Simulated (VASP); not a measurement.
Runs of VASP 6.6.1 on WC. The structure is that of space group Fm-3m (No. 225), or close to it. The cells are those of the table. 

```tsv
cell	gap on the mesh (eV)	pressure (GPa)
a = 3.162 Å, angles 60.0°, 2 atoms	none	-31.3
a = 3.142 Å, angles 60.0°, 2 atoms	none	(b)
a = 3.059 Å, angles 60.0°, 2 atoms	none	1.5
a = 3.038 Å, angles 60.0°, 2 atoms	none	10.5
a = 3.080 Å, angles 60.0°, 2 atoms	none	(a)
a = 3.101 Å, angles 60.0°, 2 atoms	none	-13.8
a = 3.121 Å, angles 60.0°, 2 atoms	none	-20.3
```

Alike in all rows: task single point; level LDA; potentials or basis VASP PAW LDA potentials, release 64 (W_sv, C); no spin polarisation; k mesh 11 × 11 × 11; cutoff (eV) 520; smearing methfessel-paxton 0.1 eV.

Estimate the missing entries.

(a) -6.6; (b) -26.1.

Caveats: spin-orbit coupling is left out, which moves the levels of the heavy elements.

A k mesh can miss the band edges, and the runs leave out spin-orbit coupling on W.

A gap of «none» marks levels without a gap at the run's occupations.
